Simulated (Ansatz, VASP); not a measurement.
Two plane-wave programs on Ge

```xyz
2
Lattice="0.0000 2.5203 3.5637 2.5203 0.0000 3.5637 2.5203 2.5203 0.0000" Properties=species:S:1:pos:R:3 pbc="T T T"
Ge    2.5203    2.5203    3.5637
Ge    3.7804    3.7804    5.3455
```

Alike in both runs: task single point; functional r2SCAN; k mesh 12 × 12 × 12; occupations gaussian, width 0.05 eV; no spin polarisation.

|  | VASP | Ansatz |
| --- | --- | --- |
| version | VASP 6.6.1 | Ansatz 0.2.0 |
| potentials or method | VASP PAW PBE potentials, release 64 (Ge_d), cutoff 520 eV | scalar-relativistic, plane waves, PAW |
| valence electrons in the cell | 28 | 28 |

VASP gave:

| Quantity | Value |
| --- | --- |
| gap on the k mesh at the Fermi level (eV) | none |
| pressure (GPa) | 1.5 |
| traceless stress, the component that is largest in VASP (GPa) | -12.63 |

Estimate Ansatz's values.

gap on the k mesh at the Fermi level (eV): none; pressure (GPa): 1.6; traceless stress, the component that is largest in VASP (GPa): -12.71.

VASP's potentials were made for PBE, not for r2SCAN. A gap of «none» marks a metal or a gap that the smearing closes. With one functional, cell and mesh, what is left measures potentials, basis and numerics.
